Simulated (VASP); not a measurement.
Wanted: the native input for a VASP 6.6.1 run.

* Task: single point
* Functional: PBE
* Potentials or basis: VASP PAW PBE potentials, release 64 (V_sv)
* Cutoff: 520 eV
* k mesh: 4 × 4 × 4
* Occupations: gaussian, width 0.1 eV
* Spin: collinear spin, ferromagnetic start
* Starting moments: [2.0, 2.0, 2.0, 2.0] μB
* Dipole correction: no
* Further INCAR settings: ALGO = Normal; EDIFF = 1e-06; NBANDS = 38

The structure of V lies in POSCAR:

```
V
1.0
    2.6647449099     -4.5105916128      0.0000000000
    2.6647449099      4.5105916128      0.0000000000
    0.0000000000      0.0000000000      5.3484018794
V
4
Direct
    0.6562923084      0.3437076916      0.4174800566
    0.8437076916      0.1562923084      0.9174800566
    0.3437076916      0.6562923084      0.5825199434
    0.1562923084      0.8437076916      0.0825199434
```

The input as run:

INCAR

```
PREC     = Accurate       # precision mode
ENCUT    = 520            # plane-wave cutoff, eV
EDIFF    = 1E-6           # SCF threshold, eV
ISMEAR   = 0              # smearing method
SIGMA    = 0.1            # smearing width, eV
LREAL    = F              # projectors in reciprocal space
LASPH    = T              # aspherical terms in the spheres
NELM     = 150            # most SCF steps
ALGO     = Normal         # electronic algorithm
ISIF     = 2              # what is computed and relaxed
LWAVE    = F              # write WAVECAR
LCHARG   = F              # write CHGCAR
ISPIN    = 2              # spin polarisation
MAGMOM   = 2 2 2 2        # initial moments
LORBIT   = 11             # projections on sites
LMAXMIX  = 4              # l up to which the mixer works
GGA      = PE             # functional
NBANDS   = 38             # bands
```

KPOINTS

```
regular mesh
0
Gamma
  4 4 4
```

Potentials or basis: VASP PAW PBE potentials, release 64 (V_sv).

Launch:

```console
$ cat potpaw_PBE.64/V_sv/POTCAR > POTCAR
$ mpirun -np 1 vasp_std > vasp.out
```

Results of the run:

* Pressure: -10.1 GPa
* Largest force: 0.127 eV/Å
* Net moment: 13.89 μB per cell
* Site moments: V +2.80 μB
* Valence electrons inside the program's atomic spheres: V 11.21

It took 120 s on 1 thread of Intel(R) Xeon(R) 6975P-C (Granite Rapids), on a shared host, peak memory 0.34 GiB.
